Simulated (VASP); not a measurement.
# TiN (Fm-3m) in VASP: further runs

Runs on TiN. Level: r2SCAN. Tasks: single point.

All numbers are computed with VASP 6.6.1; they aren't measurements. Logs are shortened: lines on timing, memory, paths and dates and some standing lists are left out, and cuts for length are marked.

### 1 The cell of the first run

It takes space group Fm-3m (No. 225, cubic). Conventional cell: a = 4.400 Å, b = 4.400 Å, c = 4.400 Å, α = 90.00°, β = 90.00°, γ = 90.00°. Ti (site symmetry m-3m) has 6 N at 2.20 Å within 2.9 Å. N (site symmetry m-3m) has 6 Ti at 2.20 Å within 2.9 Å.

### 2 Single point, r2SCAN, collinear spin, ferromagnetic start

File POSCAR:

```
TiN
1.0
    0.0000000000      2.2000000000      2.2000000000
    2.2000000000      0.0000000000      2.2000000000
    2.2000000000      2.2000000000      0.0000000000
Ti N
1 1
Direct
    0.0000000000      0.0000000000      0.0000000000
    0.5000000000      0.5000000000      0.5000000000
```

File INCAR.step1:

```
SYSTEM = TiN
  PREC = Accurate
  ENCUT = 520
  ISMEAR = -1
  SIGMA = 0.03
  LREAL = .False.
  LASPH = .True.
  NELM = 150
  ISPIN = 2
  MAGMOM = 1 0
  LMAXMIX = 4
  NBANDS = 20
  GGA = PE
  ALGO = Normal
  EDIFF = 1E-4
  LWAVE = .True.
  LCHARG = .False.
```

File INCAR.step2:

```
SYSTEM = TiN
  PREC = Accurate
  ENCUT = 520
  EDIFF = 1E-6
  ISMEAR = -1
  SIGMA = 0.03
  LREAL = .False.
  LASPH = .True.
  NELM = 150
  ALGO = Normal
  ISIF = 2
  LWAVE = .False.
  LCHARG = .False.
  ISPIN = 2
  MAGMOM = 1 0
  LORBIT = 11
  LMAXMIX = 4
  METAGGA = R2SCAN
  LMIXTAU = .True.
  NBANDS = 20
  ISTART = 1
```

File KPOINTS:

```
Automatic mesh
0
Gamma
  9 9 9
  0 0 0
```

Potentials or basis: VASP PAW PBE potentials, release 64 (Ti_sv, N).

Run with:

```console
cat potpaw_PBE.64/Ti_sv/POTCAR potpaw_PBE.64/N/POTCAR > POTCAR
cp INCAR.step1 INCAR
mpirun -np 1 vasp_std > vasp.out
cp INCAR.step2 INCAR
mpirun -np 1 vasp_std > vasp.out
```

OUTCAR:

```text
SYSTEM = TiN
   PREC = Accurate
   ENCUT = 520
   EDIFF = 1E-6
   ISMEAR = -1
   LREAL = .False.
   LASPH = .True.
   NELM = 150
   ISIF = 2
   ISPIN = 2
   LORBIT = 11
   METAGGA = R2SCAN
   ISTART = 1

 ion  position               nearest neighbor table
   1  0.000  0.000  0.000-   2 2.20   2 2.20   2 2.20   2 2.20   2 2.20   2 2.20
   2  0.500  0.500  0.500-   1 2.20   1 2.20   1 2.20   1 2.20   1 2.20   1 2.20

  LATTYP: Found a face centered cubic cell.
 ALAT       =     4.4000000000

  Lattice vectors:

 A1 = (   0.0000000000,   2.2000000000,   2.2000000000)
 A2 = (   2.2000000000,   0.0000000000,   2.2000000000)
 A3 = (   2.2000000000,   2.2000000000,   0.0000000000)

Analysis of symmetry for initial positions (statically):
=====================================================================
 Subroutine PRICEL returns:
 Original cell was already a primitive cell.

 Routine SETGRP: Setting up the symmetry group for a
 face centered cubic supercell.

 Subroutine GETGRP returns: Found 48 space group operations
 (whereof 48 operations were pure point group operations)
 out of a pool of 48 trial point group operations.

The static configuration has the point symmetry O_h .

Analysis of symmetry for dynamics (positions and initial velocities):
=====================================================================
 Subroutine PRICEL returns:
 Original cell was already a primitive cell.

 Routine SETGRP: Setting up the symmetry group for a
 face centered cubic supercell.

 Subroutine GETGRP returns: Found 48 space group operations
 (whereof 48 operations were pure point group operations)
 out of a pool of 48 trial point group operations.

The dynamic configuration has the point symmetry O_h .

Analysis of structural, dynamic, and magnetic symmetry:
=====================================================================
 Subroutine PRICEL returns:
 Original cell was already a primitive cell.

 Routine SETGRP: Setting up the symmetry group for a
 face centered cubic supercell.

 Subroutine GETGRP returns: Found 48 space group operations
 (whereof 48 operations were pure point group operations)
 out of a pool of 48 trial point group operations.

The overall configuration has the point symmetry O_h .

 Subroutine INISYM returns: Found 48 space group operations
 (whereof 48 operations are pure point group operations),
 and found     1 'primitive' translations

----------------------------------------------------------------------------------------

                                     Primitive cell

  volume of cell :      21.2960

  direct lattice vectors                    reciprocal lattice vectors
     0.000000000  2.200000000  2.200000000    -0.227272727  0.227272727  0.227272727
     2.200000000  0.000000000  2.200000000     0.227272727 -0.227272727  0.227272727
     2.200000000  2.200000000  0.000000000     0.227272727  0.227272727 -0.227272727

  length of vectors
     3.111269837  3.111269837  3.111269837     0.393647911  0.393647911  0.393647911

  position of ions in fractional coordinates (direct lattice)
     0.000000000  0.000000000  0.000000000
     0.500000000  0.500000000  0.500000000

  ion indices of the primitive-cell ions
   primitive index   ion index
                 1           1
                 2           2

----------------------------------------------------------------------------------------

 KPOINTS: Automatic mesh

Automatic generation of k-mesh.
 Grid dimensions read from file:
 generate k-points for:    9    9    9

 Generating k-lattice:

  Cartesian coordinates                     Fractional coordinates (reciprocal lattice)
    -0.025252525  0.025252525  0.025252525     0.111111111  0.000000000  0.000000000
     0.025252525 -0.025252525  0.025252525     0.000000000  0.111111111  0.000000000
     0.025252525  0.025252525 -0.025252525     0.000000000  0.000000000  0.111111111

  Length of vectors
     0.043738657  0.043738657  0.043738657

  Shift w.r.t. Gamma in fractional coordinates (k-lattice)
     0.000000000  0.000000000  0.000000000

 Subroutine IBZKPT returns following result:
 ===========================================

 Found     35 irreducible k-points:

 Following reciprocal coordinates:
            Coordinates               Weight
  0.000000  0.000000  0.000000      1.000000
  0.111111  0.000000  0.000000      8.000000
  0.222222  0.000000  0.000000      8.000000
  0.333333  0.000000  0.000000      8.000000
  0.444444  0.000000  0.000000      8.000000
  0.111111  0.111111  0.000000      6.000000
[... 16 lines left out ...]
 -0.333333  0.333333  0.000000     12.000000
  0.444444  0.444444  0.000000      6.000000
 [... further k-points ...]
   k-points           NKPTS =     35   k-points in BZ     NKDIM =     35   number of bands    NBANDS=     20
   number of dos      NEDOS =    301   number of ions     NIONS =      2
   total plane-waves  NPLWV =  13824
   dimension x,y,z NGX =    24 NGY =   24 NGZ =   24
   dimension x,y,z NGXF=    48 NGYF=   48 NGZF=   48
   ions per type =               1   1
   NGX,Y,Z   is equivalent  to a cutoff of  12.82, 12.82, 12.82 a.u.
   NGXF,Y,Z  is equivalent  to a cutoff of  25.65, 25.65, 25.65 a.u.
 SYSTEM =  TiN
   PREC   = accura    normal or accurate (medium, high low for compatibility)
   ISTART =      1    job   : 0-new  1-cont  2-samecut
   ICHARG =      0    charge: 1-file 2-atom 10-const
   ISPIN  =      2    spin polarized calculation?
   LNONCOLLINEAR =      F non collinear calculations
   LSORBIT =      F    spin-orbit coupling
   LASPH  =      T    aspherical Exc in radial PAW
   ENCUT  =  520.0 eV  38.22 Ry    6.18 a.u.   5.78  5.78  5.78*2*pi/ulx,y,z
   NELM   =    150;   NELMIN=  2; NELMDL=  0     # of ELM steps
   EDIFF  = 0.1E-05   stopping-criterion for ELM
   LREAL  =      F    real-space projection
   EDIFFG = 0.1E-04   stopping-criterion for IOM
   NSW    =      0    number of steps for IOM
   IBRION =     -1    ionic relax: 0-MD 1-quasi-New 2-CG
   NFREE  =      0    steps in history (QN), initial steepest desc. (CG)
   ISIF   =      2    stress and relaxation
   ISYM   =      2    0-nonsym 1-usesym 2-fastsym
   POTIM  = 0.5000    time-step for ionic-motion
   TEBEG  =    0.0;   TEEND  =   0.0 temperature during run
   PSTRESS=    0.0 pullay stress
   NELECT =      17.0000    total number of electrons
   NUPDOWN=      -1.0000    fix difference up-down
   EMIN   =  10.00;   EMAX   =-10.00  energy-range for DOS
   EFERMI =   0.00;   METHOD = LEGACY
   ISMEAR =    -1;   SIGMA  =   0.03  broadening in eV -4-tet -1-fermi 0-gaus
   EFERMI_NEDOS =   21; number of points for ismear=-14 and -15
   IALGO  =     38    algorithm
   IMIX   =      4    mixing-type and parameters
     AMIX     =   0.40;   BMIX     =  1.00
     AMIX_MAG =   1.60;   BMIX_MAG =  1.00
  volume/ion in A,a.u.               =      10.65        71.86
  Fermi-wavevector in a.u.,A,eV,Ry     =   1.518653  2.869837 31.379197  2.306306
  Thomas-Fermi vector in A             =   2.627744
   LORBIT       =     11    0 simple, 1 ext, 2 COOP (PROOUT), +10 PAW based schemes
   METAGGA = R2SCAN    functional components
   LHFCALC =     F    Hartree Fock is set to
   AEXX    =    0.0000 exact exchange contribution
   IVDW    =     0    specifies the selected vdW correction
   LEPSILON=     F    determine dielectric tensor
   LRPA    =     F    only Hartree local field effects (RPA)
 spin polarized calculation
  energy-cutoff  :      520.00
  volume of cell :       21.30
 maximum number of plane-waves:       584
   NGX = 11   NGY = 11   NGZ = 11

 number of electron      16.9999996 magnetization      -0.0000000

 number of electron      16.9999996 magnetization       0.0000000

 Free energy of the ion-electron system (eV)
  ---------------------------------------------------
  ext. energy  EPLUGINS =         0.00000000
  ---------------------------------------------------
  free energy    TOTEN  =       -25.82478324 eV

  energy without entropy =      -25.82236713  energy(sigma->0) =      -25.82357518

 E-fermi :  10.1365     XC(G=0): -13.2125

 val. band max:       10.0765752723   @ k =   0.1111   0.0000   0.0000
 cond. band min:      10.1987819885   @ k =   0.4444   0.2222   0.1111
 fundamental gap:      0.1222067162
 Fermi energy:        10.1365372279

 spin component 1

 k-point     1 :       0.0000    0.0000    0.0000
  band No.  band energies     occupation
      1     -50.3589      1.00000
      2     -25.3563      1.00000
      3     -25.3563      1.00000
      4     -25.3563      1.00000
      5      -7.3574      1.00000
      6       7.9906      1.00000
[... 12 lines left out ...]
     19      36.0614      0.00000
     20      36.0614      0.00000

 k-point     2 :       0.1111    0.0000    0.0000
  band No.  band energies     occupation
      1     -50.3521      1.00000
      2     -25.4086      1.00000
      3     -25.3610      1.00000
      4     -25.3609      1.00000
      5      -7.1616      1.00000
      6       6.9433      1.00000
[... 12 lines left out ...]
     19      33.7984      0.00000
     20      33.7984      0.00000

 k-point     3 :       0.2222    0.0000    0.0000
  band No.  band energies     occupation
      1     -50.3346      1.00000
      2     -25.5388      1.00000
      3     -25.3724      1.00000
      4     -25.3724      1.00000
      5      -6.6331      1.00000
      6       5.1595      1.00000
[... 12 lines left out ...]
     19      32.8498      0.00000
     20      32.8498      0.00000

 k-point     4 :       0.3333    0.0000    0.0000
  band No.  band energies     occupation
      1     -50.3146      1.00000
      2     -25.6834      1.00000
      3     -25.3854      1.00000
      4     -25.3853      1.00000
      5      -5.9542      1.00000
      6       3.5370      1.00000
[... 429 lines left out ...]
 k-point    23 :      -0.3333    0.3333    0.0000
  band No.  band energies     occupation
      1     -50.2854      1.00000
      2     -25.6363      1.00000
      3     -25.6094      1.00000
      4     -25.4380      1.00000
      5      -5.6349      1.00000
      6       3.8419      1.00000
[... 12 lines left out ...]
     19      31.0181      0.00000
     20      37.5567      0.00000

 k-point    24 :       0.4444    0.4444    0.0000
  band No.  band energies     occupation
      1     -50.2832      1.00000
      2     -25.7039      1.00000
      3     -25.4914      1.00000
      4     -25.4913      1.00000
      5      -6.0655      1.00000
      6       4.1680      1.00000
[... 12 lines left out ...]
     19      36.1196      0.00000
     20      38.3030      0.00000

 [... further k-points ...]

 spin component 2

 k-point     1 :       0.0000    0.0000    0.0000
  band No.  band energies     occupation
      1     -50.3589      1.00000
      2     -25.3563      1.00000
      3     -25.3563      1.00000
      4     -25.3563      1.00000
      5      -7.3574      1.00000
      6       7.9906      1.00000
[... 12 lines left out ...]
     19      36.0614      0.00000
     20      36.0614      0.00000

 k-point     2 :       0.1111    0.0000    0.0000
  band No.  band energies     occupation
      1     -50.3521      1.00000
      2     -25.4086      1.00000
      3     -25.3610      1.00000
      4     -25.3609      1.00000
      5      -7.1616      1.00000
      6       6.9433      1.00000
[... 12 lines left out ...]
     19      33.7984      0.00000
     20      33.7984      0.00000

 k-point     3 :       0.2222    0.0000    0.0000
  band No.  band energies     occupation
      1     -50.3346      1.00000
      2     -25.5388      1.00000
      3     -25.3724      1.00000
      4     -25.3724      1.00000
      5      -6.6331      1.00000
      6       5.1595      1.00000
[... 12 lines left out ...]
     19      32.8498      0.00000
     20      32.8498      0.00000

 k-point     4 :       0.3333    0.0000    0.0000
  band No.  band energies     occupation
      1     -50.3146      1.00000
      2     -25.6834      1.00000
      3     -25.3854      1.00000
      4     -25.3853      1.00000
      5      -5.9542      1.00000
      6       3.5370      1.00000
[... 429 lines left out ...]
 k-point    23 :      -0.3333    0.3333    0.0000
  band No.  band energies     occupation
      1     -50.2854      1.00000
      2     -25.6363      1.00000
      3     -25.6094      1.00000
      4     -25.4380      1.00000
      5      -5.6349      1.00000
      6       3.8419      1.00000
[... 12 lines left out ...]
     19      31.0181      0.00000
     20      37.5567      0.00000

 k-point    24 :       0.4444    0.4444    0.0000
  band No.  band energies     occupation
      1     -50.2832      1.00000
      2     -25.7039      1.00000
      3     -25.4914      1.00000
      4     -25.4913      1.00000
      5      -6.0655      1.00000
      6       4.1680      1.00000
[... 12 lines left out ...]
     19      36.1196      0.00000
     20      38.3030      0.00000

 [... further k-points ...]
[... 5 lines left out ...]
  --------------------------------------------------------------------------------------
  -------------------------------------------------------------------------------------
  Total       -3.4501167     -3.4501167     -3.4501167     -0.0000000      0.0000000      0.0000000
  in kB     -259.5651163   -259.5651163   -259.5651163     -0.0000000      0.0000000      0.0000000
  external PRESSURE =    -259.5651163 kB  Pullay stress =       0.0000000 kB

 VOLUME and BASIS-vectors are now :
 -----------------------------------------------------------------------------
  energy-cutoff  :      520.00
  volume of cell :       21.30
      direct lattice vectors                 reciprocal lattice vectors
     0.000000000  2.200000000  2.200000000    -0.227272727  0.227272727  0.227272727
     2.200000000  0.000000000  2.200000000     0.227272727 -0.227272727  0.227272727
     2.200000000  2.200000000  0.000000000     0.227272727  0.227272727 -0.227272727

 POSITION                                       TOTAL-FORCE (eV/Angst)
 -----------------------------------------------------------------------------------
      0.00000      0.00000      0.00000         0.000000      0.000000      0.000000
      2.20000      2.20000      2.20000         0.000000      0.000000      0.000000
 -----------------------------------------------------------------------------------
    total drift:                                0.000000     -0.000000     -0.000000

  FREE ENERGIE OF THE ION-ELECTRON SYSTEM (eV)
  ---------------------------------------------------
  free  energy   TOTEN  =       -25.8247832401 eV

  energy  without entropy=      -25.8223671270  energy(sigma->0) =      -25.82357518

 total charge

# of ion       s       p       d       tot
------------------------------------------
    1        2.158   6.175   1.822  10.154
    2        1.247   2.471   0.000   3.718
--------------------------------------------------
tot          3.405   8.646   1.822  13.873

 magnetization (x)

# of ion       s       p       d       tot
------------------------------------------
    1       -0.000   0.000   0.000   0.000
    2        0.000  -0.000   0.000  -0.000
--------------------------------------------------
tot         -0.000  -0.000   0.000  -0.000
```

Wall time 36 s (1 thread of Intel Xeon 6975P-C (Granite Rapids), shared host); peak memory 0.16 GiB.

Results:

* Free energy: -25.8248 eV
* Pressure: -26.0 GPa
* Net moment: 0.00 μB per cell
* Valence electrons inside the program's atomic spheres: Ti 10.15; N 3.72

Caveat: the PAW data sets were made with another functional, which shifts forces and pressure a little.

### 3 Single point, r2SCAN, collinear spin, ferromagnetic start

POSCAR is that of step 2.

File INCAR.step1:

```
PREC     = Accurate       # precision mode
ENCUT    = 520            # plane-wave cutoff, eV
ISMEAR   = -1             # smearing method
SIGMA    = 0.03           # smearing width, eV
LREAL    = False          # projectors in reciprocal space
LASPH    = True           # aspherical terms in the spheres
NELM     = 150            # most SCF steps
ISPIN    = 2              # spin polarisation
MAGMOM   = 1 0            # initial moments
LMAXMIX  = 4              # l up to which the mixer works
NBANDS   = 20             # bands
GGA      = PE             # functional
ALGO     = Normal         # electronic algorithm
EDIFF    = 1E-4           # SCF threshold, eV
LWAVE    = True           # write WAVECAR
LCHARG   = False          # write CHGCAR
```

File INCAR.step2:

```
PREC     = Accurate       # precision mode
ENCUT    = 520            # plane-wave cutoff, eV
EDIFF    = 1E-6           # SCF threshold, eV
ISMEAR   = -1             # smearing method
SIGMA    = 0.03           # smearing width, eV
LREAL    = False          # projectors in reciprocal space
LASPH    = True           # aspherical terms in the spheres
NELM     = 150            # most SCF steps
ALGO     = Normal         # electronic algorithm
ISIF     = 2              # what is computed and relaxed
LWAVE    = False          # write WAVECAR
LCHARG   = True           # write CHGCAR
ISPIN    = 2              # spin polarisation
MAGMOM   = 1 0            # initial moments
LORBIT   = 11             # projections on sites
LMAXMIX  = 4              # l up to which the mixer works
METAGGA  = R2SCAN         # meta-GGA
LMIXTAU  = True         
LELF     = True           # ELF
LVHAR    = True         
NBANDS   = 20             # bands
ISTART   = 1
```

File KPOINTS:

```
regular mesh
0
Gamma
  9 9 9
```

Potentials or basis: VASP PAW PBE potentials, release 64 (Ti_sv, N).

Run with:

```console
cat potpaw_PBE.64/Ti_sv/POTCAR potpaw_PBE.64/N/POTCAR > POTCAR
cp INCAR.step1 INCAR
mpirun -np 1 vasp_std > vasp.out
cp INCAR.step2 INCAR
mpirun -np 1 vasp_std > vasp.out
```

Wall time 38 s (1 thread of Intel Xeon 6975P-C (Granite Rapids), shared host); peak memory 0.17 GiB.

It converged, with:

| Item | Value |
| --- | --- |
| Free energy | -25.8248 eV |
| Pressure | -26.0 GPa |
| Net moment | 0.00 μB per cell |
| Valence electrons inside the program's atomic spheres | Ti 10.15; N 3.72 |

Levels at points of the mesh, in eV from the Fermi level:
Spin up:
```tsv
k point	band 7	band 8	band 9	band 10	band 11	band 12
(0.00, 0.00, 0.00)	-2.15	-2.15	-0.48	-0.48	-0.48	0.54
```
Spin down:
```tsv
k point	band 5	band 6	band 7	band 8	band 9	band 10	band 11	band 12	band 13	band 14
(0.00, 0.00, 0.00)	-17.49	-2.15	-2.15	-2.15	-0.48	-0.48	-0.48	0.54	0.54	4.72
```

Caveat: the PAW data sets were made with another functional, which shifts forces and pressure a little.

### 4 Single point, r2SCAN, collinear spin, ferromagnetic start

POSCAR is that of step 3.

File INCAR.step1:

```
ALGO = Normal
EDIFF = 1E-4
ENCUT = 520
GGA = PE
ISMEAR = 0
ISPIN = 2
LASPH = True
LCHARG = False
LMAXMIX = 4
LREAL = False
LWAVE = True
MAGMOM = 1 0
NBANDS = 20
NELM = 150
PREC = Accurate
SIGMA = 0.05
```

File INCAR.step2:

```
ALGO = Normal
EDIFF = 1E-6
ENCUT = 520
ISIF = 2
ISMEAR = 0
ISPIN = 2
ISTART = 1
LASPH = True
LCHARG = True
LELF = True
LMAXMIX = 4
LMIXTAU = True
LORBIT = 11
LREAL = False
LVHAR = True
LWAVE = False
MAGMOM = 1 0
METAGGA = R2SCAN
NBANDS = 20
NELM = 150
PREC = Accurate
SIGMA = 0.05
```

File KPOINTS:

```
k-points
0
Gamma
  9 9 9
```

Run with:

```console
cat potpaw_PBE.64/Ti_sv/POTCAR potpaw_PBE.64/N/POTCAR > POTCAR
cp INCAR.step1 INCAR
mpirun -np 1 vasp_std > vasp.out
cp INCAR.step2 INCAR
mpirun -np 1 vasp_std > vasp.out
```

It took 39 s on 1 thread of Intel Xeon 6975P-C (Granite Rapids), shared host; peak memory 0.17 GiB.

Results (log left out):

```
Free energy                                           : -25.8241 eV
Pressure                                              : -26.0 GPa
Net moment                                            : 0.00 μB per cell
Valence electrons inside the program's atomic spheres : Ti 10.15; N 3.72
```

Levels at points of the mesh, in eV from the Fermi level:
Spin up:
```
           k point  band 5  band 6  band 7  band 8  band 9  band 10  band 11  band 12  band 13  band 14
(0.00, 0.00, 0.00)  -17.50   -2.15   -2.15   -2.15   -0.48    -0.48    -0.48     0.54     0.54     4.71
```
Spin down:
| k point | band 5 | band 6 | band 7 | band 8 | band 9 | band 10 | band 11 | band 12 | band 13 | band 14 |
| --- | --- | --- | --- | --- | --- | --- | --- | --- | --- | --- |
| (0.00, 0.00, 0.00) | -17.50 | -2.15 | -2.15 | -2.15 | -0.48 | -0.48 | -0.48 | 0.54 | 0.54 | 4.71 |

Caveat: the PAW data sets were made with another functional, which shifts forces and pressure a little.
